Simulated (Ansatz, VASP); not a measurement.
## Bi2Se3 in VASP and in Ansatz

```xyz
5
Lattice="2.0988 1.2117 9.6709 -2.0988 1.2117 9.6709 0.0000 -2.4234 9.6709" Properties=species:S:1:pos:R:3 pbc="T T T"
Bi    0.0000    0.0000   17.3845
Bi    0.0000    0.0000   11.6283
Se    0.0000    0.0000   22.8708
Se    0.0000    0.0000    6.1420
Se    0.0000    0.0000    0.0000
```

Alike in both runs: task single point; functional BLYP; k mesh 8 × 8 × 8; occupations fermi-dirac, width 0.05 eV; no spin polarisation.

|  | VASP | Ansatz |
| --- | --- | --- |
| version | VASP 6.6.1 | Ansatz 0.2.0 |
| potentials or method | VASP PAW PBE potentials, release 64 (Bi_d, Se) | Ansatz PAW |
| plane-wave cutoff (eV) | 520 | 420 |
| valence electrons in the cell | 48 | 78 |

```tsv
	VASP	Ansatz	Ansatz less VASP
gap on the k mesh at the Fermi level (eV)	0.28	0.29	+0.004
least direct gap on the mesh (eV)	0.28	0.29	+0.004
pressure (GPa)	3.8	3.6	-0.21
traceless stress, the component that is largest in VASP (GPa)	-0.20	-0.20	+0.004
rms of the force components (eV/Å)	0.022	0.008	-0.0139
```

VASP's potentials were made for PBE, not for BLYP. Atom by atom the forces differ by 0.014 eV/Å (rms over components). With one functional, cell and mesh, what is left measures potentials, basis and numerics. VASP's potentials hold 48 valence electrons a cell and Ansatz's 78, so a difference there can come from the potentials and not from the codes.

Neither program's run includes spin-orbit coupling.
